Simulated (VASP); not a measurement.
Write the native input for VASP 6.6.1 that does the following.

- Task: single point
- Functional: PBE
- Potentials or basis: VASP PAW PBE potentials, release 64 (Cd, Se)
- Cutoff: 520 eV
- k mesh: 12 × 12 × 12
- Occupations: gaussian, width 0.02 eV
- Spin: no spin polarisation
- Dipole correction: no
- Further INCAR settings: ALGO = Normal; EDIFF = 1e-06; NBANDS = 16

The structure of CdSe lies in POSCAR:

```
CdSe
1.0
   -2.0995926613      2.0995926613      2.9660695933
    2.0995926613     -2.0995926613      2.9660695933
    2.0995926613      2.0995926613     -2.9660695933
Cd Se
1 1
Direct
    0.0000000000      0.0000000000      0.0000000000
    0.2500000000      0.7500000000      0.5000000000
```

This cell differs from its parent crystal: volume scaled by 0.88, then relaxed in part.

These files were run (other wordings do the same):

INCAR

```
SYSTEM = CdSe
ALGO = Normal
EDIFF = 1E-6
ENCUT = 520
GGA = PE
ISIF = 2
ISMEAR = 0
LASPH = .TRUE.
LCHARG = .FALSE.
LREAL = .FALSE.
LWAVE = .FALSE.
NBANDS = 16
NELM = 80
PREC = Accurate
SIGMA = 0.02
```

KPOINTS

```
k-points
0
G
  12 12 12
  0 0 0
```

Potentials or basis: VASP PAW PBE potentials, release 64 (Cd, Se).

Run with:

```bash
$ cat potpaw_PBE.64/Cd/POTCAR potpaw_PBE.64/Se/POTCAR > POTCAR
$ mpirun -np 1 vasp_std > vasp.out
```

It gave:

| Quantity | Value |
| --- | --- |
| Pressure | 8.2 GPa |
| Band gap on the k mesh | 0.76 eV, direct |

Wall time 51 s on 1 thread of Intel(R) Xeon(R) Platinum 8488C (Sapphire Rapids), with other jobs on the host, peak memory 0.27 GiB.
